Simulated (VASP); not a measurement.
BAs, 2 atoms in the cell. It takes space group I-4m2 (No. 119, tetragonal). Conventional cell: a = 3.345 Å, b = 3.345 Å, c = 4.968 Å, α = 90.00°, β = 90.00°, γ = 90.00°. B (site symmetry -4m2) has 4 As at 2.08 Å within 2.8 Å. As (site symmetry -4m2) has 4 B at 2.08 Å within 2.8 Å.  This cell differs from its parent crystal: ratio of the length along z to the lengths across it x 1.05, volume and fractional coordinates fixed.

* Program: VASP 6.6.1
* Task: single point
* Functional: PBE
* Potentials or basis: VASP PAW PBE potentials, release 64 (B, As)
* Cutoff: 520 eV
* k mesh: 12 × 12 × 12
* Occupations: gaussian, width 0.05 eV
* Spin: no spin polarisation
* Dipole correction: no
* Further INCAR settings: ALGO = Normal; EDIFF = 1e-06; NBANDS = 11

Potentials or basis: VASP PAW PBE potentials, release 64 (B, As).

Command:

```console
$ cat potpaw_PBE.64/B/POTCAR potpaw_PBE.64/As/POTCAR > POTCAR
$ mpirun -np 1 vasp_std > vasp.out
```

Hardware: 1 thread of Intel(R) Xeon(R) 6975P-C (Granite Rapids), on a shared host.

Task: How long does it take, and how much memory?

Result: Wall time 20 s on 1 thread of Intel(R) Xeon(R) 6975P-C (Granite Rapids) (shared host), peak memory 0.19 GiB. Counts: scf iterations 12, k points 163.
